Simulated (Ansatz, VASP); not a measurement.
# Two plane-wave programs on MgB

```
CELL_PARAMETERS angstrom
4.72008 0.00000 0.00000
0.00000 4.72008 0.00000
0.00000 0.00000 4.72008
ATOMIC_POSITIONS crystal
Mg 0.15889 0.15889 0.15889
Mg 0.34111 0.84111 0.65889
Mg 0.65889 0.34111 0.84111
Mg 0.84111 0.65889 0.34111
B 0.84647 0.84647 0.84647
B 0.65353 0.15353 0.34647
B 0.34647 0.65353 0.15353
B 0.15353 0.34647 0.65353
```

Alike in both runs: functional PBE; k mesh 8 × 8 × 8; occupations gaussian, width 0.1 eV; no spin polarisation.

Ansatz relaxed the structure, and its values are those at the end. VASP's run is a single point on that final structure, the one shown.

|  | VASP | Ansatz |
| --- | --- | --- |
| version | VASP 6.6.1 | Ansatz 0.2.0 |
| potentials or method | VASP PAW PBE potentials, release 64 (Mg, B), cutoff 520 eV | scalar-relativistic, plane waves, PAW |
| valence electrons in the cell | 20 | 52 |

```tsv
	VASP	Ansatz	Ansatz less VASP
gap on the k mesh at the Fermi level (eV)	none	none	-
pressure (GPa)	-0.2	0.0	+0.17
rms of the force components (eV/Å)	0.004	0.004	-0.0002
```

A gap of «none» marks a metal or a gap that the smearing closes. With one functional, cell and mesh, what is left measures potentials, basis and numerics. VASP's potentials hold 20 valence electrons a cell and Ansatz's 52, so a difference there can come from the potentials and not from the codes.
